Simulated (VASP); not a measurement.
Set up this calculation in VASP 6.6.1, as the native input.

```yaml
Task: single point
Functional: PBE
Potentials_or_basis: VASP PAW PBE potentials, release 64 (Cu, O)
Cutoff: 520 eV
k_mesh: 9 × 9 × 9
Occupations: fermi-dirac, width 0.05 eV
Spin: no spin polarisation
Dipole_correction: no
Further_INCAR_settings: ALGO = Normal; EDIFF = 1e-06; NBANDS = 30
```

The structure of Cu3O2 lies in POSCAR:

```
Cu3O2
1.0
   -1.8685134296      1.8685134296      3.6033565897
    1.8685134296     -1.8685134296      3.6033565897
    1.8685134296      1.8685134296     -3.6033565897
Cu O
3 2
Direct
    0.0000000000      0.0000000000      0.0000000000
    0.7500000000      0.2500000000      0.5000000000
    0.2500000000      0.7500000000      0.5000000000
    0.5000000000      0.0000000000      0.5000000000
    0.0000000000      0.5000000000      0.5000000000
```

The input as run:

INCAR

```
ALGO = Normal ; EDIFF = 1E-6
ENCUT = 520 ; GGA = PE
ISIF = 2 ; ISMEAR = -1
LASPH = True ; LCHARG = True
LELF = True ; LREAL = False
LVHAR = True ; LWAVE = False
NBANDS = 30 ; NELM = 60
PREC = Accurate ; SIGMA = 0.05
```

KPOINTS

```
k-points
0
Gamma
  9 9 9
```

Potentials or basis: VASP PAW PBE potentials, release 64 (Cu, O).

The run is started by

```console
$ cat potpaw_PBE.64/Cu/POTCAR potpaw_PBE.64/O/POTCAR > POTCAR
$ mpirun -np 1 vasp_std > vasp.out
```

Results of the run:

```yaml
Pressure: 31.2 GPa
Band_gap_on_the_k_mesh: zero (an odd number of electrons rules out a gap without spin polarisation)
```

Caveat: the cell stands under pressure; an odd number of electrons without spin polarisation forces a metal; a magnetic or distorted state may lie lower.

Wall time 4.1 min on 1 thread of AMD EPYC 7R43 64-Core Processor (Zen 3) (shared host), peak memory 0.21 GiB.
